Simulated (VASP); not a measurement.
A run of VASP 6.6.1:

INCAR

```
PREC = Accurate ; ENCUT = 520
EDIFF = 1E-7 ; ISMEAR = -1
SIGMA = 0.05 ; LREAL = False
LASPH = True ; NELM = 100
ALGO = Normal ; ISIF = 2
LWAVE = False ; LCHARG = False
GGA = PS ; NBANDS = 13
```

Contents of KPOINTS:

```
Automatic mesh
0
Gamma
  11 11 10
```

File POSCAR:

```
Ge
1.0
    1.4245510352     -2.6515194585      0.0000000000
    1.4245510352      2.6515194585      0.0000000000
    0.0000000000      0.0000000000      2.7511509255
Ge
1
Direct
    0.5000000000      0.5000000000      0.0000000000
```

Potentials or basis: VASP PAW PBE potentials, release 64 (Ge_d).

Launch:

```console
$ cat potpaw_PBE.64/Ge_d/POTCAR > POTCAR
$ mpirun -np 1 vasp_std > vasp.out
```

Hardware: 1 thread of Intel(R) Xeon(R) 6975P-C (Granite Rapids) (shared host).

Problem. Estimate the wall time of this run.

Solution. Run time: 11 s on 1 thread of Intel(R) Xeon(R) 6975P-C (Granite Rapids), on a shared host, peak memory 0.17 GiB. Counts: scf iterations 10, k points 216.
